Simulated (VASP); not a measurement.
# Ge (Im-3m) in VASP: a series of runs, part 2 of 3

VASP 6.6.1. The steps go on from the part before.

## (4) Relaxation of cell and atoms, PBEsol, target pressure -0.044 GPa, at which the enthalpy is minimised

The input, INCAR:

```
ALGO = Normal
EDIFF = 1E-7
EDIFFG = -0.005
ENCUT = 600
GGA = PS
IBRION = 2
ISIF = 3
ISMEAR = -1
LASPH = T
LCHARG = F
LREAL = F
LWAVE = F
NELM = 100
NSW = 60
PREC = Accurate
PSTRESS = -0.43999999999999995
SIGMA = 0.08
```

The input, KPOINTS:

```
k-points
0
Gamma
  16 16 16
```

The input, POSCAR:

```
Ge
1.0
   -1.6614497616      1.6614497616      1.6614497616
    1.6614497616     -1.6614497616      1.6614497616
    1.6614497616      1.6614497616     -1.6614497616
Ge
1
Direct
    0.0000000000      0.0000000000      0.0000000000
```

Potentials or basis: VASP PAW PBE potentials, release 64 (Ge_d).

On the command line:

```
> cat potpaw_PBE.64/Ge_d/POTCAR > POTCAR
> mpirun -np 1 vasp_std > vasp.out
```

OUTCAR:

```text
EDIFF = 1E-7
   EDIFFG = -0.005
   ENCUT = 600
   GGA = PS
   IBRION = 2
   ISIF = 3
   ISMEAR = -1
   LASPH = T
   LREAL = F
   NELM = 100
   NSW = 60
   PREC = Accurate
   PSTRESS = -0.43999999999999995

 ion  position               nearest neighbor table
   1  0.000  0.000  0.000-

  LATTYP: Found a body centered cubic cell.
 ALAT       =     3.3228995232

  Lattice vectors:

 A1 = (  -1.6614497616,   1.6614497616,   1.6614497616)
 A2 = (   1.6614497616,  -1.6614497616,   1.6614497616)
 A3 = (   1.6614497616,   1.6614497616,  -1.6614497616)

Analysis of symmetry for initial positions (statically):
=====================================================================
 Subroutine PRICEL returns:
 Original cell was already a primitive cell.

 Routine SETGRP: Setting up the symmetry group for a
 body centered cubic supercell.

 Subroutine GETGRP returns: Found 48 space group operations
 (whereof 48 operations were pure point group operations)
 out of a pool of 48 trial point group operations.

The static configuration has the point symmetry O_h .

Analysis of symmetry for dynamics (positions and initial velocities):
=====================================================================
 Subroutine PRICEL returns:
 Original cell was already a primitive cell.

 Routine SETGRP: Setting up the symmetry group for a
 body centered cubic supercell.

 Subroutine GETGRP returns: Found 48 space group operations
 (whereof 48 operations were pure point group operations)
 out of a pool of 48 trial point group operations.

The dynamic configuration has the point symmetry O_h .

 Subroutine INISYM returns: Found 48 space group operations
 (whereof 48 operations are pure point group operations),
 and found     1 'primitive' translations

----------------------------------------------------------------------------------------

                                     Primitive cell

  volume of cell :      18.3452

  direct lattice vectors                    reciprocal lattice vectors
    -1.661449762  1.661449762  1.661449762     0.000000000  0.300941991  0.300941991
     1.661449762 -1.661449762  1.661449762     0.300941991  0.000000000  0.300941991
     1.661449762  1.661449762 -1.661449762     0.300941991  0.300941991  0.000000000

  length of vectors
     2.877715401  2.877715401  2.877715401     0.425596246  0.425596246  0.425596246

  position of ions in fractional coordinates (direct lattice)
     0.000000000  0.000000000  0.000000000

  ion indices of the primitive-cell ions
   primitive index   ion index
                 1           1

----------------------------------------------------------------------------------------

 KPOINTS: k-points
[... 103 lines left out ...]
 maximum number of plane-waves:       627
   NGX = 11   NGY = 11   NGZ = 11

--------------------------------------- Ionic step        1  -------------------------------------------

 number of electron      14.0000012 magnetization

 Free energy of the ion-electron system (eV)
  ---------------------------------------------------
  ext. energy  EPLUGINS =         0.00000000
  ---------------------------------------------------
  free energy    TOTEN  =        -4.65701401 eV

  energy without entropy =       -4.64398498  energy(sigma->0) =       -4.65049949

------------------------ aborting loop because EDIFF is reached ----------------------------------------

  FORCE on cell =-STRESS in cart. coord.  units (eV):
  Direction    XX          YY          ZZ          XY          YZ          ZX
  --------------------------------------------------------------------------------------
  -------------------------------------------------------------------------------------
  Total        0.0061303      0.0061303      0.0061303     -0.0000000      0.0000000      0.0000000
  in kB        0.5353921      0.5353921      0.5353921     -0.0000000      0.0000000      0.0000000
  external PRESSURE =       0.9753921 kB  Pullay stress =      -0.4400000 kB

 VOLUME and BASIS-vectors are now :
 -----------------------------------------------------------------------------
  energy-cutoff  :      600.00
  volume of cell :       18.35
      direct lattice vectors                 reciprocal lattice vectors
    -1.661449762  1.661449762  1.661449762     0.000000000  0.300941991  0.300941991
     1.661449762 -1.661449762  1.661449762     0.300941991  0.000000000  0.300941991
     1.661449762  1.661449762 -1.661449762     0.300941991  0.300941991  0.000000000

 POSITION                                       TOTAL-FORCE (eV/Angst)
 -----------------------------------------------------------------------------------
      0.00000      0.00000      0.00000        -0.000000      0.000000     -0.000000
 -----------------------------------------------------------------------------------
    total drift:                                0.000000      0.000000     -0.000000

  FREE ENERGIE OF THE ION-ELECTRON SYSTEM (eV)
  ---------------------------------------------------
  free  energy   TOTEN  =        -4.6570140070 eV

  energy  without entropy=       -4.6439849789  energy(sigma->0) =       -4.65049949

  enthalpy is  TOTEN    =        -4.6620520715 eV   P V=       -0.0050380645

--------------------------------------- Ionic step        2  -------------------------------------------

 number of electron      14.0000012 magnetization

 Free energy of the ion-electron system (eV)
  ---------------------------------------------------
  ext. energy  EPLUGINS =         0.00000000
  ---------------------------------------------------
  free energy    TOTEN  =        -4.65700992 eV

  energy without entropy =       -4.64400732  energy(sigma->0) =       -4.65050862

 E-fermi :   6.8897     XC(G=0): -11.5729

 val. band max:        6.8792168683   @ k =   0.5000   0.5000   0.3750
 cond. band min:       6.9251838181   @ k =  -0.2500   0.3750   0.1250
 fundamental gap:      0.0459669498
 Fermi energy:         6.8897164853

 k-point     1 :       0.0000    0.0000    0.0000
  band No.  band energies     occupation
      1     -17.7423      2.00000
      2     -17.7423      2.00000
      3     -17.7423      2.00000
      4     -17.6483      2.00000
      5     -17.6483      2.00000
      6      -6.4592      2.00000
      7      16.3588      0.00000
      8      16.3588      0.00000
      9      16.3588      0.00000
     10      22.0993      0.00000
     11      22.0993      0.00000
[... 309 lines left out ...]
 k-point    24 :       0.2500    0.1875    0.0000
  band No.  band energies     occupation
      1     -17.7561      2.00000
      2     -17.7199      2.00000
      3     -17.6629      2.00000
      4     -17.6573      2.00000
      5     -17.6262      2.00000
      6      -2.5932      2.00000
      7       5.8267      2.00000
      8       8.2521      0.00000
      9      12.7601      0.00000
     10      18.8686      0.00000
     11      20.6124      0.00000

 [... further k-points ...]

------------------------ aborting loop because EDIFF is reached ----------------------------------------

  FORCE on cell =-STRESS in cart. coord.  units (eV):
  Direction    XX          YY          ZZ          XY          YZ          ZX
  --------------------------------------------------------------------------------------
  -------------------------------------------------------------------------------------
  Total       -0.0086866     -0.0086866     -0.0086866     -0.0000000      0.0000000     -0.0000000
  in kB       -0.7574212     -0.7574212     -0.7574212     -0.0000000      0.0000000     -0.0000000
  external PRESSURE =      -0.3174212 kB  Pullay stress =      -0.4400000 kB

 VOLUME and BASIS-vectors are now :
 -----------------------------------------------------------------------------
  energy-cutoff  :      600.00
  volume of cell :       18.37
      direct lattice vectors                 reciprocal lattice vectors
    -1.662344938  1.662344938  1.662344938     0.000000000  0.300779934  0.300779934
     1.662344938 -1.662344938  1.662344938     0.300779934  0.000000000  0.300779934
     1.662344938  1.662344938 -1.662344938     0.300779934  0.300779934  0.000000000

 POSITION                                       TOTAL-FORCE (eV/Angst)
 -----------------------------------------------------------------------------------
      1.66234      1.66234      1.66234         0.000000     -0.000000     -0.000000
 -----------------------------------------------------------------------------------
    total drift:                               -0.000000     -0.000000      0.000000

  FREE ENERGIE OF THE ION-ELECTRON SYSTEM (eV)
  ---------------------------------------------------
  free  energy   TOTEN  =        -4.6570099166 eV

  energy  without entropy=       -4.6440073164  energy(sigma->0) =       -4.65050862

  enthalpy is  TOTEN    =        -4.6620561290 eV   P V=       -0.0050462123

 reached required accuracy - stopping structural energy minimisation
```

Wall time 40 s (1 thread of Intel Xeon 8259CL, shared host); peak memory 0.16 GiB.

What came out:

* Free energy: -4.6570 eV
* Relaxed volume: 18.37 Å³/atom
* Relaxed cell: a = 2.879 Å, b = 2.879 Å, c = 2.879 Å, α = 109.47°, β = 109.47°, γ = 109.47°
* Space group after relaxing (to 0.1 Å): Im-3m (No. 229)
* Energy change on relaxing (the run minimises the enthalpy): +0.0 meV/atom
* Ionic steps: 2
* Pressure after relaxing: -0.1 GPa
* Band gap on the k mesh: zero (bands 7 and 8 overlap by 12.47 eV)

Final structure:
```
Ge
1.0
    -1.66234    1.66234    1.66234
     1.66234   -1.66234    1.66234
     1.66234    1.66234   -1.66234
Ge
1
Direct
  0.00000 0.00000 0.00000
```

Levels at points of the mesh, in eV from the Fermi level:
| k point | band 3 | band 4 | band 5 | band 6 | band 7 | band 8 | band 9 | band 10 | band 11 |
| --- | --- | --- | --- | --- | --- | --- | --- | --- | --- |
| (0.00, 0.00, 0.00) | -24.63 | -24.54 | -24.54 | -13.35 | 9.47 | 9.47 | 9.47 | 15.21 | 15.21 |
| (0.50, 0.00, 0.00) | -24.54 | -24.54 | -24.48 | -7.46 | -5.44 | 4.52 | 6.89 | 9.69 | 9.83 |
| (0.50, 0.50, 0.50) | -24.50 | -24.50 | -24.50 | -2.40 | -0.45 | -0.45 | -0.45 | 4.39 | 4.39 |

Caveat: the cell is relaxed towards a set pressure, so the run minimises the enthalpy, not the energy; the PAW data sets were made with another functional, which shifts forces and pressure a little.

(Part 2 of 3 ends here.)

The gap in the log of VASP goes by the Fermi energy; the results here count the filled bands.